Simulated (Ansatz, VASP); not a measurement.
**Al2O3 in VASP and in Ansatz**

```
Al O
1.0
     2.37908    1.37356    4.32990
    -2.37908    1.37356    4.32990
     0.00000   -2.74712    4.32990
Al O
4 6
Cartesian
  0.0000 0.0000 4.5761
  0.0000 0.0000 1.9187
  0.0000 0.0000 8.4136
  0.0000 0.0000 11.0710
  -0.9221 1.3736 7.5773
  -0.7285 -1.4853 7.5773
  1.6506 0.1118 7.5773
  0.9221 -1.3736 5.4124
  0.7285 1.4853 5.4124
  -1.6506 -0.1118 5.4124
```

Alike in both runs: task single point; functional PBE; k mesh 6 × 6 × 6; occupations gaussian, width 0.1 eV; no spin polarisation.

|  | VASP | Ansatz |
| --- | --- | --- |
| version | VASP 6.6.1 | Ansatz 0.2.0 |
| potentials or method | VASP PAW PBE potentials, release 64 (Al, O), cutoff 520 eV | scalar-relativistic, plane waves, PAW |
| valence electrons in the cell | 48 | 48 |

Ansatz gave:

| Item | Value |
| --- | --- |
| gap on the k mesh at the Fermi level (eV) | 6.24 |
| least direct gap on the mesh (eV) | 6.24 |
| pressure (GPa) | 7.6 |
| traceless stress, the component that is largest in VASP (GPa) | -0.58 |
| rms of the force components (eV/Å) | 0.023 |

Problem. Estimate VASP's values.

Solution. gap on the k mesh at the Fermi level (eV): 6.24; least direct gap on the mesh (eV): 6.24; pressure (GPa): 7.6; traceless stress, the component that is largest in VASP (GPa): -0.59; rms of the force components (eV/Å): 0.020.

Atom by atom the forces differ by 0.003 eV/Å (rms over components). The functional is the same, so the differences come from potentials, cutoffs and numerics.
